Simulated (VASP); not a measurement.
## Ta: single point with LDA

Ta:

```
Ta
1.0
     0.00000    2.04273    2.04273
     2.04273    0.00000    2.04273
     2.04273    2.04273    0.00000
Ta
1
Direct
  0.00000 0.00000 0.00000
```

This cell differs from its parent crystal: volume scaled by 0.96.

```json
{"Program": "VASP 6.6.1", "Task": "single point", "Functional": "LDA", "Potentials or basis": "VASP PAW LDA potentials, release 64 (Ta_pv)", "Cutoff": "520 eV", "k mesh": "15 × 15 × 15", "Occupations": "fermi-dirac, width 0.1 eV", "Spin": "no spin polarisation"}
```

```yaml
Pressure: 10.3 GPa
```

Levels at points of the mesh, in eV from the Fermi level:
| k point | band 2 | band 3 | band 4 | band 5 | band 6 | band 7 | band 8 | band 9 |
| --- | --- | --- | --- | --- | --- | --- | --- | --- |
| (0.00, 0.00, 0.00) | -33.12 | -33.12 | -8.48 | 0.32 | 0.32 | 0.32 | 3.70 | 3.70 |

Wall time 21 s on 1 thread of Intel Xeon 8259CL (shared host), peak memory 0.14 GiB.

Caveat: spin-orbit coupling is left out, which moves the levels of the heavy elements.
